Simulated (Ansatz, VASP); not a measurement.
Two plane-wave programs on Al

```xyz
8
Lattice="3.2349 -3.2349 -3.2349 -3.2349 3.2349 -3.2349 3.2349 3.2349 3.2349" Properties=species:S:1:pos:R:3 pbc="T T T"
Al   -0.4720   -0.4720   -3.2349
Al    1.6175   -1.6175   -1.6175
Al   -1.6175    1.6175   -1.6175
Al    0.0000    0.0000    0.0000
Al    1.6175    1.6175   -1.6175
Al    3.2349    0.0000    0.0000
Al    0.0000    3.2349    0.0000
Al    1.6175    1.6175    1.6175
```

Alike in both runs: task single point; functional PBE; k mesh 10 × 10 × 10; occupations gaussian, width 0.15 eV; no spin polarisation.

```csv
,VASP,Ansatz
version,VASP 6.6.1,Ansatz 0.2.0
potentials or method,"VASP PAW PBE potentials, release 64 (Al), cutoff 520 eV","scalar-relativistic, plane waves, PAW"
valence electrons in the cell,24,24
```

```tsv
	VASP	Ansatz	Ansatz less VASP
gap on the k mesh at the Fermi level (eV)	none	none	-
pressure (GPa)	4.0	4.0	0.00
traceless stress, the component that is largest in VASP (GPa)	3.54	3.54	-0.002
rms of the force components (eV/Å)	1.241	1.241	-0.0001
```

Atom by atom the forces differ by 0.000 eV/Å (rms over components). A gap of «none» marks a metal or a gap that the smearing closes.
